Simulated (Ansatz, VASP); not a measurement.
# CaB6: VASP beside Ansatz

```
CELL_PARAMETERS angstrom
4.01955 0.00000 0.00000
0.00000 4.01955 0.00000
0.00000 0.00000 4.01955
ATOMIC_POSITIONS crystal
Ca 0.00000 0.00000 0.00000
B 0.20006 0.50000 0.50000
B 0.50000 0.20006 0.50000
B 0.79994 0.50000 0.50000
B 0.50000 0.79994 0.50000
B 0.50000 0.50000 0.20006
B 0.50000 0.50000 0.79994
```

Alike in both runs: functional PBE; k mesh 8 × 8 × 8; occupations gaussian, width 0.01 eV; no spin polarisation.

Ansatz relaxed the structure, and its values are those at the end. VASP's run is a single point on that final structure, the one shown.

```csv
,VASP,Ansatz
version,VASP 6.6.1,Ansatz 0.2.0
potentials or method,"VASP PAW PBE potentials, release 64 (Ca_sv, B), cutoff 520 eV","scalar-relativistic, plane waves, PAW"
valence electrons in the cell,28,28
```

```tsv
	VASP	Ansatz	Ansatz less VASP
gap on the k mesh at the Fermi level (eV)	0.06	0.06	-0.002
least direct gap on the mesh (eV)	0.06	0.06	-0.002
pressure (GPa)	16.7	16.5	-0.21
rms of the force components (eV/Å)	0.012	0.000	-0.0118
```

Ansatz's warnings: stress scf threshold loose.
